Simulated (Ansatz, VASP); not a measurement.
## Re: VASP beside Ansatz

```
Re
1.0
    -1.87939    1.54443    1.37748
     1.54443   -1.87939    1.37748
     3.48367    3.48367   -1.99098
Re
2
Cartesian
  -1.7370 1.4020 1.3775
  0.5760 2.5727 0.3820
```

Alike in both runs: task single point; functional r2SCAN; k mesh 17 × 17 × 8; occupations fermi-dirac, width 0.1 eV; no spin polarisation.

|  | VASP | Ansatz |
| --- | --- | --- |
| version | VASP 6.6.1 | Ansatz 0.2.0 |
| potentials or method | VASP PAW PBE potentials, release 64 (Re), cutoff 520 eV | plane waves (500 eV) with PAW, scalar-relativistic |
| valence electrons in the cell | 14 | 30 |

Ansatz gave:

* pressure (GPa): -13.9
* traceless stress, the component that is largest in VASP (GPa): -0.09

Problem. Which values does VASP return?

Solution. Pressure (GPa): -14.1; traceless stress, the component that is largest in VASP (GPa): -0.05.

VASP's potentials were made for PBE, not for r2SCAN. The functional is the same, so the differences come from potentials, cutoffs and numerics. VASP's potentials hold 14 valence electrons a cell and Ansatz's 30, so a difference there can come from the potentials and not from the codes.

Neither program's run includes spin-orbit coupling.
